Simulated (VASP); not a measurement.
Set up this calculation in VASP 6.6.1, as the native input.

- Task: single point
- Functional: PBE
- Potentials or basis: VASP PAW PBE potentials, release 64 (W_sv, V_sv, C)
- Cutoff: 520 eV
- k mesh: 9 × 9 × 9
- Occupations: fermi-dirac, width 0.05 eV
- Spin: collinear spin, ferromagnetic start
- Starting moments: [0.0, 2.5, 0.0, 0.0] μB
- Fixed moment: 2.5 μB
- Dipole correction: no
- Further INCAR settings: ALGO = Normal; EDIFF = 1e-06; NBANDS = 30

The structure of VWC2 lies in POSCAR:

```
VWC2
1.0
    1.5170411163      0.8758640969      4.9338931930
   -1.5170411163      0.8758640969      4.9338931930
    0.0000000000     -1.7517281937      4.9338931930
W V C
1 1 2
Direct
    0.0000000000      0.0000000000      0.0000000000
    0.5000000000      0.5000000000      0.5000000000
    0.2464940000      0.2464940000      0.2464940000
    0.7535060000      0.7535060000      0.7535060000
```

These files were run (other wordings do the same):

INCAR

```
ALGO = Normal ; EDIFF = 1E-6
ENCUT = 520 ; GGA = PE
ISIF = 2 ; ISMEAR = -1
ISPIN = 2 ; LASPH = T
LCHARG = F ; LMAXMIX = 4
LORBIT = 11 ; LREAL = F
LWAVE = F ; MAGMOM = 0 2.5 0 0
NBANDS = 30 ; NELM = 150
NUPDOWN = 2.5 ; PREC = Accurate
SIGMA = 0.05
```

KPOINTS

```
k-points
0
Gamma
  9 9 9
```

Potentials or basis: VASP PAW PBE potentials, release 64 (W_sv, V_sv, C).

The run is started by

```sh
$ cat potpaw_PBE.64/W_sv/POTCAR potpaw_PBE.64/V_sv/POTCAR potpaw_PBE.64/C/POTCAR > POTCAR
$ mpirun -np 1 vasp_std > vasp.out
```

Results of the run:

* Pressure: 8.5 GPa
* Largest force: 0.532 eV/Å
* Net moment: 2.50 μB per cell
* Site moments: W +0.66; V +1.42; C +0.05 μB
* Valence electrons inside the program's atomic spheres: W 12.11; V 11.71; C 2.44

Caveat: the total moment is fixed, so each spin has its own Fermi level.

Wall time 7.5 min on 1 thread of Intel(R) Xeon(R) Platinum 8259CL CPU @ 2.50GHz (Skylake/Cascade Lake), on a shared host, peak memory 0.4 GiB.
